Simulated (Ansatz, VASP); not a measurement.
Two plane-wave programs on BN

```
B N
1.0
     2.35039    0.00000    0.00000
    -1.17519    2.03549    0.00000
     0.00000    0.00000    6.75642
B N
2 2
Cartesian
  0.0000 1.3570 1.6891
  1.1752 0.6785 5.0673
  0.0000 1.3570 5.0673
  1.1752 0.6785 1.6891
```

Alike in both runs: task single point; functional LDA; k mesh 12 × 12 × 4; occupations gaussian, width 0.05 eV; no spin polarisation.

```csv
,VASP,Ansatz
version,VASP 6.6.1,Ansatz 0.2.0
potentials or method,"VASP PAW LDA potentials, release 64 (B, N), cutoff 520 eV","scalar-relativistic, plane waves, PAW"
valence electrons in the cell,16,16
```

```tsv
	VASP	Ansatz	Ansatz less VASP
gap on the k mesh at the Fermi level (eV)	4.37	4.39	+0.016
least direct gap on the mesh (eV)	4.96	4.97	+0.006
```

Ansatz warns that its potentials were made for another functional, while VASP's fit it. LDA's correlation is that of Perdew and Zunger in VASP and of Perdew and Wang (1992) in Ansatz.
